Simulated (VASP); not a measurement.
# I (P6_3/mmc) in VASP: notebook

The runs below take I through single point, with PBE.

Everything below comes from runs of VASP 6.6.1. Logs are shortened: lines on timing, memory, paths and dates and some standing lists are left out, and cuts for length are marked.

### 1 The cell of the first run

It takes space group P6_3/mmc (No. 194, hexagonal). Conventional cell: a = 3.566 Å, b = 3.566 Å, c = 4.922 Å, α = 90.00°, β = 90.00°, γ = 120.00°. I (site symmetry -6m2) has 12 I at 3.21 to 3.57 Å within 4.2 Å.

### 2 Single point, PBE

INCAR

```
  PREC = Accurate
  ENCUT = 520
  EDIFF = 1E-6
  ISMEAR = -1
  SIGMA = 0.08
  LREAL = F
  LASPH = T
  NELM = 80
  ALGO = Normal
  ISIF = 2
  LWAVE = F
  LCHARG = F
  GGA = PE
  NBANDS = 14
```

KPOINTS

```
Automatic mesh
0
Gamma
  12 12 7
```

POSCAR

```
I
1.0
    3.5661611187      0.0000000000      0.0000000000
   -1.7830805593      3.0883861228      0.0000000000
    0.0000000000      0.0000000000      4.9219372801
I
2
Direct
    0.3333333333      0.6666666667      0.2500000000
    0.6666666667      0.3333333333      0.7500000000
```

Potentials or basis: VASP PAW PBE potentials, release 64 (I).

Launch:

```sh
cat potpaw_PBE.64/I/POTCAR > POTCAR
mpirun -np 1 vasp_std > vasp.out
```

OUTCAR:

```text
PREC = Accurate
   ENCUT = 520
   EDIFF = 1E-6
   ISMEAR = -1
   LREAL = F
   LASPH = T
   NELM = 80
   ISIF = 2
   GGA = PE

 ion  position               nearest neighbor table
   1  0.333  0.667  0.250-   2 3.21   2 3.21   2 3.21   2 3.21   2 3.21   2 3.21
   2  0.667  0.333  0.750-   1 3.21   1 3.21   1 3.21   1 3.21   1 3.21   1 3.21

  LATTYP: Found a hexagonal cell.
 ALAT       =     3.5661611187
 C/A-ratio  =     1.3801780448

  Lattice vectors:

 A1 = (   3.5661611187,   0.0000000000,   0.0000000000)
 A2 = (  -1.7830805593,   3.0883861228,   0.0000000000)
 A3 = (   0.0000000000,   0.0000000000,   4.9219372801)

Analysis of symmetry for initial positions (statically):
=====================================================================
 Subroutine PRICEL returns:
 Original cell was already a primitive cell.

 Routine SETGRP: Setting up the symmetry group for a
 hexagonal supercell.

 Subroutine GETGRP returns: Found 24 space group operations
 (whereof 12 operations were pure point group operations)
 out of a pool of 24 trial point group operations.

The static configuration has the point symmetry D_3d.
 The point group associated with its full space group is D_6h.

Analysis of symmetry for dynamics (positions and initial velocities):
=====================================================================
 Subroutine PRICEL returns:
 Original cell was already a primitive cell.

 Routine SETGRP: Setting up the symmetry group for a
 hexagonal supercell.

 Subroutine GETGRP returns: Found 24 space group operations
 (whereof 12 operations were pure point group operations)
 out of a pool of 24 trial point group operations.

The dynamic configuration has the point symmetry D_3d.
 The point group associated with its full space group is D_6h.

 Subroutine INISYM returns: Found 24 space group operations
 (whereof 12 operations are pure point group operations),
 and found     1 'primitive' translations

----------------------------------------------------------------------------------------

                                     Primitive cell

  volume of cell :      54.2087

  direct lattice vectors                    reciprocal lattice vectors
     3.566161119  0.000000000  0.000000000     0.280413578  0.161896855  0.000000000
    -1.783080559  3.088386123  0.000000000     0.000000000  0.323793710  0.000000000
     0.000000000  0.000000000  4.921937280     0.000000000  0.000000000  0.203172032

  length of vectors
     3.566161119  3.566161119  4.921937280     0.323793710  0.323793710  0.203172032

  position of ions in fractional coordinates (direct lattice)
     0.333333333  0.666666667  0.250000000
     0.666666667  0.333333333  0.750000000

  ion indices of the primitive-cell ions
   primitive index   ion index
                 1           1
                 2           2

----------------------------------------------------------------------------------------

 KPOINTS: Automatic mesh

Automatic generation of k-mesh.
 Grid dimensions read from file:
 generate k-points for:   12   12    7

 Generating k-lattice:

  Cartesian coordinates                     Fractional coordinates (reciprocal lattice)
     0.023367798  0.013491405  0.000000000     0.083333333 -0.000000000  0.000000000
     0.000000000  0.026982809  0.000000000     0.000000000  0.083333333  0.000000000
     0.000000000  0.000000000  0.029024576     0.000000000  0.000000000  0.142857143

  Length of vectors
     0.026982809  0.026982809  0.029024576

  Shift w.r.t. Gamma in fractional coordinates (k-lattice)
     0.000000000  0.000000000  0.000000000

 Subroutine IBZKPT returns following result:
 ===========================================

 Found     76 irreducible k-points:

 Following reciprocal coordinates:
            Coordinates               Weight
  0.000000  0.000000  0.000000      1.000000
  0.083333  0.000000  0.000000      6.000000
  0.166667 -0.000000  0.000000      6.000000
  0.250000  0.000000  0.000000      6.000000
  0.333333  0.000000  0.000000      6.000000
  0.416667  0.000000  0.000000      6.000000
[... 16 lines left out ...]
  0.250000  0.000000  0.142857     12.000000
  0.333333  0.000000  0.142857     12.000000
 [... further k-points ...]
   k-points           NKPTS =     76   k-points in BZ     NKDIM =     76   number of bands    NBANDS=     14
   number of dos      NEDOS =    301   number of ions     NIONS =      2
   total plane-waves  NPLWV =  31360
   dimension x,y,z NGX =    28 NGY =   28 NGZ =   40
   dimension x,y,z NGXF=    56 NGYF=   56 NGZF=   80
   ions per type =               2
   NGX,Y,Z   is equivalent  to a cutoff of  13.05, 13.05, 13.51 a.u.
   NGXF,Y,Z  is equivalent  to a cutoff of  26.11, 26.11, 27.02 a.u.
 SYSTEM =  unknown system
   PREC   = accura    normal or accurate (medium, high low for compatibility)
   ISTART =      0    job   : 0-new  1-cont  2-samecut
   ICHARG =      2    charge: 1-file 2-atom 10-const
   ISPIN  =      1    spin polarized calculation?
   LNONCOLLINEAR =      F non collinear calculations
   LSORBIT =      F    spin-orbit coupling
   LASPH  =      T    aspherical Exc in radial PAW
   ENCUT  =  520.0 eV  38.22 Ry    6.18 a.u.   6.63  6.63  9.15*2*pi/ulx,y,z
   NELM   =     80;   NELMIN=  2; NELMDL= -5     # of ELM steps
   EDIFF  = 0.1E-05   stopping-criterion for ELM
   LREAL  =      F    real-space projection
   EDIFFG = 0.1E-04   stopping-criterion for IOM
   NSW    =      0    number of steps for IOM
   IBRION =     -1    ionic relax: 0-MD 1-quasi-New 2-CG
   NFREE  =      0    steps in history (QN), initial steepest desc. (CG)
   ISIF   =      2    stress and relaxation
   ISYM   =      2    0-nonsym 1-usesym 2-fastsym
   POTIM  = 0.5000    time-step for ionic-motion
   TEBEG  =    0.0;   TEEND  =   0.0 temperature during run
   PSTRESS=    0.0 pullay stress
   NELECT =      14.0000    total number of electrons
   NUPDOWN=      -1.0000    fix difference up-down
   EMIN   =  10.00;   EMAX   =-10.00  energy-range for DOS
   EFERMI =   0.00;   METHOD = LEGACY
   ISMEAR =    -1;   SIGMA  =   0.08  broadening in eV -4-tet -1-fermi 0-gaus
   EFERMI_NEDOS =   21; number of points for ismear=-14 and -15
   IALGO  =     38    algorithm
   IMIX   =      4    mixing-type and parameters
     AMIX     =   0.40;   BMIX     =  1.00
     AMIX_MAG =   1.60;   BMIX_MAG =  1.00
  volume/ion in A,a.u.               =      27.10       182.91
  Fermi-wavevector in a.u.,A,eV,Ry     =   1.042545  1.970124 14.788161  1.086899
  Thomas-Fermi vector in A             =   2.177214
   LORBIT       =      0    0 simple, 1 ext, 2 COOP (PROOUT), +10 PAW based schemes
   GGA     = PE    functional components
   LHFCALC =     F    Hartree Fock is set to
   AEXX    =    0.0000 exact exchange contribution
   IVDW    =     0    specifies the selected vdW correction
   LEPSILON=     F    determine dielectric tensor
   LRPA    =     F    only Hartree local field effects (RPA)
 non-spin polarized calculation
  energy-cutoff  :      520.00
  volume of cell :       54.21
 maximum number of plane-waves:      1483
 NGX is ok and might be reduce to    28
   NGX = 13   NGY = 13   NGZ = 19

 number of electron      13.9999999 magnetization

 Free energy of the ion-electron system (eV)
  ---------------------------------------------------
  ext. energy  EPLUGINS =         0.00000000
  ---------------------------------------------------
  free energy    TOTEN  =        -1.58883558 eV

  energy without entropy =       -1.54569040  energy(sigma->0) =       -1.56726299

 E-fermi :   8.4318     XC(G=0): -10.2815

 val. band max:        8.4229813099   @ k =   0.1667   0.1667   0.0000
 cond. band min:       8.4400907049   @ k =   0.3333   0.0833   0.1429
 fundamental gap:      0.0171093950
 Fermi energy:         8.4318119691

 k-point     1 :       0.0000    0.0000    0.0000
  band No.  band energies     occupation
      1      -7.3431      2.00000
      2      -3.6135      2.00000
      3       1.6571      2.00000
      4       7.2176      2.00000
      5       7.2176      2.00000
      6       9.0929      0.00052
      7       9.0929      0.00052
      8      10.8080      0.00000
      9      12.8968      0.00000
     10      15.7254      0.00000
     11      16.7836      0.00000
     12      16.7836      0.00000
     13      18.4421      0.00000
     14      18.4422      0.00000

 k-point     2 :       0.0833    0.0000    0.0000
  band No.  band energies     occupation
      1      -7.2575      2.00000
      2      -3.5860      2.00000
      3       1.7542      2.00000
      4       6.6422      2.00000
      5       7.0071      2.00000
      6       8.7269      0.04880
      7       9.1649      0.00021
      8      10.5588      0.00000
      9      13.3789      0.00000
     10      15.6111      0.00000
     11      16.9078      0.00000
     12      16.9381      0.00000
     13      18.0809      0.00000
     14      18.1139      0.00000

 k-point     3 :       0.1667   -0.0000    0.0000
  band No.  band energies     occupation
      1      -7.0053      2.00000
      2      -3.5225      2.00000
      3       2.0421      2.00000
      4       5.4523      2.00000
      5       6.5489      2.00000
      6       7.8263      1.99897
      7       9.2344      0.00009
      8       9.8775      0.00000
      9      13.7464      0.00000
     10      15.5843      0.00000
     11      17.2090      0.00000
     12      17.4086      0.00000
     13      17.4567      0.00000
     14      17.6051      0.00000
[... 324 lines left out ...]
 k-point    23 :       0.2500    0.0000    0.1429
  band No.  band energies     occupation
      1      -6.4980      2.00000
      2      -3.7379      2.00000
      3       2.6508      2.00000
      4       4.6532      2.00000
      5       6.1748      2.00000
      6       6.2883      2.00000
      7       8.9427      0.00336
      8       9.1339      0.00031
      9      13.1667      0.00000
     10      15.5268      0.00000
     11      17.0856      0.00000
     12      17.1381      0.00000
     13      17.7898      0.00000
     14      18.7596      0.00000

 k-point    24 :       0.3333    0.0000    0.1429
  band No.  band energies     occupation
      1      -5.9892      2.00000
      2      -3.7217      2.00000
      3       2.5558      2.00000
      4       4.3294      2.00000
      5       5.2070      2.00000
      6       5.7855      2.00000
      7       8.3271      1.57471
      8       8.7792      0.02568
      9      12.5061      0.00000
     10      14.7621      0.00000
     11      16.9025      0.00000
     12      17.5053      0.00000
     13      19.0079      0.00000
     14      19.6396      0.00000

 [... further k-points ...]
[... 5 lines left out ...]
  --------------------------------------------------------------------------------------
  -------------------------------------------------------------------------------------
  Total        4.9425300      4.9425300      5.0024934      0.0000000      0.0000000      0.0000000
  in kB      146.0801698    146.0801698    147.8524326      0.0000000      0.0000000      0.0000000
  external PRESSURE =     146.6709241 kB  Pullay stress =       0.0000000 kB

 VOLUME and BASIS-vectors are now :
 -----------------------------------------------------------------------------
  energy-cutoff  :      520.00
  volume of cell :       54.21
      direct lattice vectors                 reciprocal lattice vectors
     3.566161119  0.000000000  0.000000000     0.280413578  0.161896855  0.000000000
    -1.783080559  3.088386123  0.000000000     0.000000000  0.323793710  0.000000000
     0.000000000  0.000000000  4.921937280     0.000000000  0.000000000  0.203172032

 POSITION                                       TOTAL-FORCE (eV/Angst)
 -----------------------------------------------------------------------------------
     -0.00000      2.05892      1.23048         0.000000     -0.000000      0.000000
      1.78308      1.02946      3.69145        -0.000000      0.000000      0.000000
 -----------------------------------------------------------------------------------
    total drift:                               -0.000000      0.000000      0.000000

  FREE ENERGIE OF THE ION-ELECTRON SYSTEM (eV)
  ---------------------------------------------------
  free  energy   TOTEN  =        -1.5888355815 eV

  energy  without entropy=       -1.5456904011  energy(sigma->0) =       -1.56726299
```

Run time: 24 s. Hardware: 1 thread of Intel Xeon 6975P-C (Granite Rapids), shared host; peak memory 0.2 GiB.

What came out:

```yaml
Free_energy: -1.5888 eV
Pressure: 14.7 GPa
Band_gap_on_the_k_mesh: zero (band 7 reaches 9.24 eV, above the bottom of band 8 at 6.58 eV)
```

Levels at points of the mesh, in eV from the Fermi level:
```
           k point  band 4  band 5  band 6  band 7  band 8  band 9  band 10  band 11
(0.00, 0.00, 0.00)   -1.21   -1.21    0.66    0.66    2.38    4.46     7.29     8.35
(0.50, 0.00, 0.00)   -4.27   -3.75   -3.10   -2.05    0.47    3.29     6.61     7.71
```

Caveat: spin-orbit coupling is left out, which moves the levels of the heavy elements.

[end of part 1 of 2]
